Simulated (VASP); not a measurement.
Wanted: the native input for a VASP 6.6.1 run.

| Quantity | Value |
| --- | --- |
| Task | single point |
| Functional | r2SCAN |
| Potentials or basis | VASP PAW PBE potentials, release 64 (Ti_sv, O) |
| Cutoff | 520 eV |
| k mesh | 2 × 2 × 2 |
| Occupations | gaussian, width 0.02 eV |
| Spin | no spin polarisation |
| Dipole correction | no |
| Further INCAR settings | ALGO = Normal; EDIFF = 1e-07; NBANDS = 33 |

Crystal: TiO2.

```
Ti O
1.0
     2.68055   -2.72841   -0.06174
     2.67526    2.72312   -0.05440
    -2.70909    0.00908    4.80528
Ti O
2 4
Direct
  0.12195 0.85755 0.23625
  0.87558 0.14822 0.75586
  0.35401 0.09895 0.67383
  0.67320 0.94190 0.32167
  0.96818 0.68269 0.84674
  0.06404 0.34910 0.17459
```

One way to write it, as run:

POSCAR

```
TiO2
1.0
    2.6805548658     -2.7284128728     -0.0617389515
    2.6752617647      2.7231209861     -0.0543959535
   -2.7090875630      0.0090815493      4.8052823094
Ti O
2 4
Direct
    0.1219484995      0.8575515384      0.2362471605
    0.8755807488      0.1482181876      0.7558577591
    0.3540058329      0.0989456189      0.6738295210
    0.6731971283      0.9418963086      0.3216654504
    0.9681807552      0.6826863602      0.8467382601
    0.0640405078      0.3491038293      0.1745947979
```

INCAR.step1

```
  PREC = Accurate
  ENCUT = 520
  ISMEAR = 0
  SIGMA = 0.02
  LREAL = F
  LASPH = T
  NELM = 80
  NBANDS = 33
  GGA = PE
  ALGO = Normal
  EDIFF = 1E-4
  LWAVE = T
  LCHARG = F
```

INCAR.step2

```
  PREC = Accurate
  ENCUT = 520
  EDIFF = 1E-7
  ISMEAR = 0
  SIGMA = 0.02
  LREAL = F
  LASPH = T
  NELM = 80
  ALGO = Normal
  ISIF = 2
  LWAVE = F
  LCHARG = F
  METAGGA = R2SCAN
  LMIXTAU = T
  NBANDS = 33
  ISTART = 1
```

KPOINTS

```
regular mesh
0
Gamma
  2 2 2
```

Potentials or basis: VASP PAW PBE potentials, release 64 (Ti_sv, O).

Launch:

```sh
$ cat potpaw_PBE.64/Ti_sv/POTCAR potpaw_PBE.64/O/POTCAR > POTCAR
$ cp INCAR.step1 INCAR
$ mpirun -np 1 vasp_std > vasp.out
$ cp INCAR.step2 INCAR
$ mpirun -np 1 vasp_std > vasp.out
```

Results of the run:

```yaml
Pressure: -2.3 GPa
Largest_force: 2.221 eV/Å
Band_gap_on_the_k_mesh: 2.57 eV, indirect (least direct gap 3.02 eV)
```

Caveat: the k points lie up to 0.89 Å⁻¹ apart; the PAW data sets were made with another functional, which shifts forces and pressure a little.

Run time: 45 s on 1 thread of Intel(R) Xeon(R) 6975P-C (Granite Rapids) (shared host), peak memory 0.19 GiB.
